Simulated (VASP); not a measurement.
# Zn3Se (Pm-3m) in VASP: notebook, part 2 of 2

VASP 6.6.1.

**4. Relaxation of cell and atoms, PBE**

INCAR

```
ALGO     = Normal         # electronic algorithm
EDIFF    = 1E-6           # SCF threshold, eV
EDIFFG   = -0.04          # ionic threshold
ENCUT    = 600            # plane-wave cutoff, eV
GGA      = PE             # functional
IBRION   = 2              # ionic algorithm
ISIF     = 3              # what is computed and relaxed
ISMEAR   = 0              # smearing method
LASPH    = True           # aspherical terms in the spheres
LCHARG   = False          # write CHGCAR
LREAL    = False          # projectors in reciprocal space
LWAVE    = False          # write WAVECAR
NELM     = 80             # most SCF steps
NSW      = 90             # ionic steps
PREC     = Accurate       # precision mode
SIGMA    = 0.1            # smearing width, eV
```

KPOINTS

```
k-points
0
Gamma
  4 4 4
```

POSCAR

```
Zn3Se
1.0
    4.3635173600      0.0000000000      0.0000000000
    0.0000000000      4.3635173600      0.0000000000
    0.0000000000      0.0000000000      4.3635173600
Zn Se
3 1
Direct
    0.0000000000      0.5000000000      0.5000000000
    0.5000000000      0.0000000000      0.5000000000
    0.5000000000      0.5000000000      0.0000000000
    0.5000000000      0.5000000000      0.5000000000
```

Potentials or basis: VASP PAW PBE potentials, release 64 (Zn, Se).

Started as:

```sh
> cat potpaw_PBE.64/Zn/POTCAR potpaw_PBE.64/Se/POTCAR > POTCAR
> mpirun -np 1 vasp_std > vasp.out
```

OUTCAR:

```text
EDIFF = 1E-6
   EDIFFG = -0.04
   ENCUT = 600
   GGA = PE
   IBRION = 2
   ISIF = 3
   ISMEAR = 0
   LASPH = True
   LREAL = False
   NELM = 80
   NSW = 90
   PREC = Accurate

 ion  position               nearest neighbor table
   1  0.000  0.500  0.500-   4 2.18   4 2.18
   2  0.500  0.000  0.500-   4 2.18   4 2.18
   3  0.500  0.500  0.000-   4 2.18   4 2.18
   4  0.500  0.500  0.500-   1 2.18   2 2.18   3 2.18   3 2.18   2 2.18   1 2.18

  LATTYP: Found a simple cubic cell.
 ALAT       =     4.3635173600

  Lattice vectors:

 A1 = (   4.3635173600,   0.0000000000,   0.0000000000)
 A2 = (   0.0000000000,   4.3635173600,   0.0000000000)
 A3 = (   0.0000000000,   0.0000000000,   4.3635173600)

Analysis of symmetry for initial positions (statically):
=====================================================================
 Subroutine PRICEL returns:
 Original cell was already a primitive cell.

 Routine SETGRP: Setting up the symmetry group for a
 simple cubic supercell.

 Subroutine GETGRP returns: Found 48 space group operations
[... 202 lines left out ...]

 k-point     1 :       0.0000    0.0000    0.0000
  band No.  band energies     occupation
      1     -14.0833      2.00000
      2      -6.8852      2.00000
      3      -6.8852      2.00000
      4      -6.8852      2.00000
      5      -6.7882      2.00000
      6      -6.7882      2.00000
[... 382 lines left out ...]
--------------------------------------- Ionic step        5  -------------------------------------------

 number of electron      42.0000185 magnetization

 Free energy of the ion-electron system (eV)
  ---------------------------------------------------
  ext. energy  EPLUGINS =         0.00000000
  ---------------------------------------------------
  free energy    TOTEN  =        -4.29411705 eV

  energy without entropy =       -4.26609720  energy(sigma->0) =       -4.28010712

 E-fermi :  -0.6588     XC(G=0):  -6.4608

 val. band max:       -0.6832392752   @ k =   0.2500   0.2500   0.2500
 cond. band min:      -0.6183336021   @ k =   0.5000   0.2500   0.2500
 fundamental gap:      0.0649056731
 Fermi energy:        -0.6588024541

 k-point     1 :       0.0000    0.0000    0.0000
  band No.  band energies     occupation
      1     -13.8343      2.00000
      2      -7.3501      2.00000
      3      -7.3501      2.00000
      4      -7.3501      2.00000
      5      -7.3482      2.00000
      6      -7.3482      2.00000
[... 300 lines left out ...]
  FREE ENERGIE OF THE ION-ELECTRON SYSTEM (eV)
  ---------------------------------------------------
  free  energy   TOTEN  =        -4.2941170488 eV

  energy  without entropy=       -4.2660971998  energy(sigma->0) =       -4.28010712

 reached required accuracy - stopping structural energy minimisation
```

OSZICAR:

```text
N       E                     dE             d eps       ncg     rms          rms(c)
DAV:   1     0.279121085797E+03    0.27912E+03   -0.23126E+04   500   0.244E+03
DAV:   2     0.196813656817E+02   -0.25944E+03   -0.25635E+03   508   0.430E+02
DAV:   3    -0.544229608469E+00   -0.20226E+02   -0.20076E+02   560   0.129E+02
[... 64 lines left out ...]
DAV:   8    -0.429412187949E+01   -0.50845E-05   -0.19436E-04   515   0.930E-02    0.161E-02
DAV:   9    -0.429411315844E+01    0.87210E-05   -0.44028E-05   502   0.779E-02    0.107E-02
DAV:  10    -0.429411593698E+01   -0.27785E-05   -0.44592E-06   405   0.250E-02    0.639E-03
DAV:  11    -0.429411716671E+01   -0.12297E-05   -0.46272E-06   499   0.303E-02    0.151E-03
DAV:  12    -0.429411704876E+01    0.11796E-06   -0.42179E-07   261   0.631E-03
   5 F= -.42941170E+01 E0= -.42801071E+01  d E =-.376360E+01
```

It took 2.7 min on 1 thread of Intel Xeon 8259CL, shared host; peak memory 0.22 GiB.

What came out:

```yaml
Free_energy: -4.2941 eV
Relaxed_volume: 42.76 Å³/atom
Relaxed_cell: a = 5.551 Å, b = 5.551 Å, c = 5.551 Å, α = 90.00°, β = 90.00°, γ = 90.00°
Space_group_after_relaxing_to_0.1_Å: Pm-3m (No. 221)
Energy_gained_by_relaxing: 940.9 meV/atom
Ionic_steps: 5
Pressure_after_relaxing: 0.0 GPa
Band_gap_on_the_k_mesh: zero (bands 21 and 22 overlap by 2.25 eV)
```

The path:
| step | energy change (eV) | largest force (eV/Å) | pressure (GPa) | volume (Å³) |
| --- | --- | --- | --- | --- |
| 1 | 0.0000 | 0.0000 | 27.28 | 83.08 |
| 2 | -3.3884 | 0.0000 | 3.87 | 133.28 |
| 3 | -3.6612 | 0.0000 | 1.60 | 151.18 |
| 4 | -3.6709 | 0.0000 | -1.21 | 191.65 |
| 5 | -3.7636 | 0.0000 | -0.04 | 171.02 |

Final structure:
```cif
data_structure
_symmetry_space_group_name_H-M 'P 1'
_symmetry_Int_Tables_number 1
_cell_length_a 5.5507
_cell_length_b 5.5507
_cell_length_c 5.5507
_cell_angle_alpha 90.000
_cell_angle_beta 90.000
_cell_angle_gamma 90.000
_cell_volume 171.02
loop_
_atom_site_label
_atom_site_type_symbol
_atom_site_fract_x
_atom_site_fract_y
_atom_site_fract_z
_atom_site_occupancy
Zn1 Zn 0.00000 0.50000 0.50000 1
Zn2 Zn 0.50000 0.00000 0.50000 1
Zn3 Zn 0.50000 0.50000 0.00000 1
Se1 Se 0.50000 0.50000 0.50000 1
```

Caveat: the volume moved by over 15 % at a fixed basis, so the end points are rough.

**5. Single point, PBE**

This run uses another cell than the first one, of 39.81 Å³/atom.

INCAR

```
SYSTEM = Zn3Se
PREC = Accurate
ENCUT = 520
EDIFF = 1E-7
ISMEAR = 0
SIGMA = 0.1
LREAL = .FALSE.
LASPH = .TRUE.
NELM = 100
ALGO = Normal
ISIF = 2
LWAVE = .FALSE.
LCHARG = .FALSE.
GGA = PE
NBANDS = 29
```

KPOINTS

```
regular mesh
0
G
  8 8 8
  0 0 0
```

POSCAR

```
Zn3Se
1.0
    5.4204431768      0.0000000000      0.0000000000
    0.0000000000      5.4204431768      0.0000000000
    0.0000000000      0.0000000000      5.4204431768
Zn Se
3 1
Direct
    0.0000000000      0.5000000000      0.5000000000
    0.5000000000      0.0000000000      0.5000000000
    0.5000000000      0.5000000000      0.0000000000
    0.5000000000      0.5000000000      0.5000000000
```

Started as:

```sh
> cat potpaw_PBE.64/Zn/POTCAR potpaw_PBE.64/Se/POTCAR > POTCAR
> mpirun -np 1 vasp_std > vasp.out
```

Run time: 3 min. Hardware: 1 thread of Intel Xeon 8259CL, shared host; peak memory 0.32 GiB.

The run converged. Its results:

* Free energy: -4.4849 eV
* Pressure: 0.0 GPa
* Band gap on the k mesh: zero (bands 21 and 22 overlap by 2.37 eV)

Levels at points of the mesh, in eV from the Fermi level:
```
           k point  band 19  band 20  band 21  band 22  band 23  band 24
(0.00, 0.00, 0.00)    -4.25    -3.46    -2.02    -2.02     3.05     3.05
(0.50, 0.00, 0.00)    -4.06    -2.91    -1.88     0.75     2.25     2.25
(0.50, 0.50, 0.00)    -3.89    -2.31    -0.24     1.16     1.16     2.48
(0.50, 0.50, 0.50)    -4.95     0.05     0.05     0.05     1.49     1.49
```

**6. Overview**

```tsv
task	cell	k mesh	cutoff (eV)	gap on the mesh (eV)	pressure (GPa)
single point	a = 4.364 Å, 4 atoms	4 × 4 × 4	520	none	27.3
single point	a = 5.566 Å, 4 atoms	4 × 4 × 4	520	none	0.0
relaxation of cell and atoms	relaxed from a = 4.364 Å, 4 atoms	4 × 4 × 4	600	none	0.0
single point	a = 5.420 Å, 4 atoms	8 × 8 × 8	520	none	0.0
```

Alike in all rows: level PBE; potentials or basis VASP PAW PBE potentials, release 64 (Zn, Se); no spin polarisation; smearing gaussian 0.1 eV.

Caveats: the cell stands under pressure (at least some runs); the volume moved by over 15 % at a fixed basis, so the end points are rough (at least some runs).

Total energies depend on the potentials used, so only differences within one code and one set of settings carry meaning.

The gap in the log of VASP goes by the Fermi energy; the results here count the filled bands.